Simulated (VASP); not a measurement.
# HfC (Fm-3m) in VASP: further runs, part 2 of 2

VASP 6.6.1. The steps go on from the part before.

### 4 Single point, r2SCAN

This run uses another cell than the first one, of 11.82 Å³/atom, 1.089 times its volume.

POSCAR

```
HfC
1.0
    0.0000000000      2.2780561395      2.2780561395
    2.2780561395      0.0000000000      2.2780561395
    2.2780561395      2.2780561395      0.0000000000
Hf C
1 1
Direct
    0.0000000000      0.0000000000      0.0000000000
    0.5000000000      0.5000000000      0.5000000000
```

INCAR.step1

```
SYSTEM = HfC
PREC = Accurate
ENCUT = 520
ISMEAR = -1
SIGMA = 0.05
LREAL = .False.
LASPH = .True.
NELM = 100
NBANDS = 14
GGA = PE
ALGO = Normal
EDIFF = 1E-4
LWAVE = .True.
LCHARG = .False.
```

INCAR.step2

```
SYSTEM = HfC
PREC = Accurate
ENCUT = 520
EDIFF = 1E-6
ISMEAR = -1
SIGMA = 0.05
LREAL = .False.
LASPH = .True.
NELM = 100
ALGO = Normal
ISIF = 2
LWAVE = .False.
LCHARG = .False.
METAGGA = R2SCAN
LMIXTAU = .True.
NBANDS = 14
ISTART = 1
```

KPOINTS

```
regular mesh
0
Gamma
  8 8 8
  0 0 0
```

Potentials or basis: VASP PAW PBE potentials, release 64 (Hf_pv, C).

On the command line:

```bash
$ cat potpaw_PBE.64/Hf_pv/POTCAR potpaw_PBE.64/C/POTCAR > POTCAR
$ cp INCAR.step1 INCAR
$ mpirun -np 1 vasp_std > vasp.out
$ cp INCAR.step2 INCAR
$ mpirun -np 1 vasp_std > vasp.out
```

OUTCAR:

```text
SYSTEM = HfC
   PREC = Accurate
   ENCUT = 520
   EDIFF = 1E-6
   ISMEAR = -1
   LREAL = .False.
   LASPH = .True.
   NELM = 100
   ISIF = 2
   METAGGA = R2SCAN
   ISTART = 1

 ion  position               nearest neighbor table
   1  0.000  0.000  0.000-   2 2.28   2 2.28   2 2.28   2 2.28   2 2.28   2 2.28
   2  0.500  0.500  0.500-   1 2.28   1 2.28   1 2.28   1 2.28   1 2.28   1 2.28

  LATTYP: Found a face centered cubic cell.
 ALAT       =     4.5561122790

  Lattice vectors:

 A1 = (   0.0000000000,   2.2780561395,   2.2780561395)
 A2 = (   2.2780561395,   0.0000000000,   2.2780561395)
[... 584 lines left out ...]
     10      13.2077      0.00000
     11      16.3522      0.00000
     12      17.0615      0.00000
     13      18.5500      0.00000
     14      19.5093      0.00000

 [... further k-points ...]
[... 5 lines left out ...]
  --------------------------------------------------------------------------------------
  -------------------------------------------------------------------------------------
  Total        2.0997380      2.0997380      2.0997380      0.0000000      0.0000000      0.0000000
  in kB      142.2828050    142.2828050    142.2828050      0.0000000      0.0000000      0.0000000
  external PRESSURE =     142.2828050 kB  Pullay stress =       0.0000000 kB

 VOLUME and BASIS-vectors are now :
 -----------------------------------------------------------------------------
  energy-cutoff  :      520.00
  volume of cell :       23.64
      direct lattice vectors                 reciprocal lattice vectors
     0.000000000  2.278056139  2.278056139    -0.219485372  0.219485372  0.219485372
     2.278056139  0.000000000  2.278056139     0.219485372 -0.219485372  0.219485372
     2.278056139  2.278056139  0.000000000     0.219485372  0.219485372 -0.219485372

 POSITION                                       TOTAL-FORCE (eV/Angst)
 -----------------------------------------------------------------------------------
      0.00000      0.00000      0.00000         0.000000      0.000000     -0.000000
      2.27806      2.27806      2.27806         0.000000      0.000000      0.000000
 -----------------------------------------------------------------------------------
    total drift:                                0.000000     -0.000000     -0.000000

  FREE ENERGIE OF THE ION-ELECTRON SYSTEM (eV)
  ---------------------------------------------------
  free  energy   TOTEN  =       -57.2861359268 eV

  energy  without entropy=      -57.2838661850  energy(sigma->0) =      -57.28500106
```

OUTCAR.step1:

```text
SYSTEM = HfC
   PREC = Accurate
   ENCUT = 520
   ISMEAR = -1
   LREAL = .False.
   LASPH = .True.
[... 628 lines left out ...]
      0.00000      0.00000      0.00000         0.000000      0.000000      0.000000
      2.27806      2.27806      2.27806         0.000000      0.000000      0.000000
 -----------------------------------------------------------------------------------
    total drift:                                0.000000     -0.000000     -0.000000

  FREE ENERGIE OF THE ION-ELECTRON SYSTEM (eV)
  ---------------------------------------------------
  free  energy   TOTEN  =       -20.9737202505 eV

  energy  without entropy=      -20.9710113139  energy(sigma->0) =      -20.97236578
```

OSZICAR.step1:

```text
N       E                     dE             d eps       ncg     rms          rms(c)
DAV:   1     0.268303409091E+02    0.26830E+02   -0.73887E+03   812   0.971E+02
DAV:   2    -0.226529572150E+02   -0.49483E+02   -0.47120E+02  1040   0.210E+02
DAV:   3    -0.240861225523E+02   -0.14332E+01   -0.14292E+01   986   0.267E+01
DAV:   4    -0.240919276847E+02   -0.58051E-02   -0.58048E-02   932   0.210E+00
DAV:   5    -0.240919613201E+02   -0.33635E-04   -0.33635E-04   988   0.142E-01    0.636E+01
DAV:   6    -0.210122388443E+02    0.30797E+01   -0.11480E+01   896   0.182E+01    0.450E+01
DAV:   7    -0.209847364002E+02    0.27502E-01   -0.53058E-01  1034   0.507E+00    0.249E+01
DAV:   8    -0.209782356545E+02    0.65007E-02   -0.48293E-02   962   0.174E+00    0.497E+00
DAV:   9    -0.209740015631E+02    0.42341E-02   -0.17291E-02   896   0.729E-01    0.190E+00
DAV:  10    -0.209737244119E+02    0.27715E-03   -0.11345E-03  1018   0.253E-01    0.556E-02
DAV:  11    -0.209737202505E+02    0.41614E-05   -0.60082E-05   604   0.668E-02
   1 F= -.20973720E+02 E0= -.20972366E+02  d E =-.270894E-02
```

It took 27 s on 1 thread of Intel Xeon 6975P-C (Granite Rapids), shared host; peak memory 0.14 GiB.

What came out:

* Free energy: -57.2861 eV
* Pressure: 14.2 GPa
* Band gap on the k mesh: zero (band 7 reaches 7.41 eV, above the bottom of band 8 at 5.92 eV)

Levels at points of the mesh, in eV from the Fermi level:
```
           k point  band 4  band 5  band 6  band 7  band 8  band 9  band 10  band 11
(0.00, 0.00, 0.00)  -13.26    1.12    1.12    1.12    1.74    1.74     1.74     3.83
(0.50, 0.00, 0.00)   -9.15   -6.52   -3.29   -3.29    6.11    6.11     6.70     7.39
(0.50, 0.50, 0.00)  -11.37   -2.64   -1.76   -0.02   -0.02    5.92     7.67     7.67
```

Caveat: the PAW data sets were made with another functional, which shifts forces and pressure a little; spin-orbit coupling is left out, which moves the levels of the heavy elements.

### 5 The runs side by side

| cell | gap on the mesh (eV) | pressure (GPa) |
| --- | --- | --- |
| a = 3.131 Å, angles 60.0°, 2 atoms | none | 45.1 |
| a = 3.173 Å, angles 60.0°, 2 atoms | none | 29.6 |
| a = 3.222 Å, angles 60.0°, 2 atoms | none | 14.2 |

Alike in all rows: task single point; level r2SCAN; potentials or basis VASP PAW PBE potentials, release 64 (Hf_pv, C); no spin polarisation; k mesh 8 × 8 × 8; cutoff (eV) 520; smearing fermi-dirac 0.05 eV.

Caveats: the PAW data sets were made with another functional, which shifts forces and pressure a little; spin-orbit coupling is left out, which moves the levels of the heavy elements.

Total energies depend on the potentials used, so only differences within one code and one set of settings carry meaning.
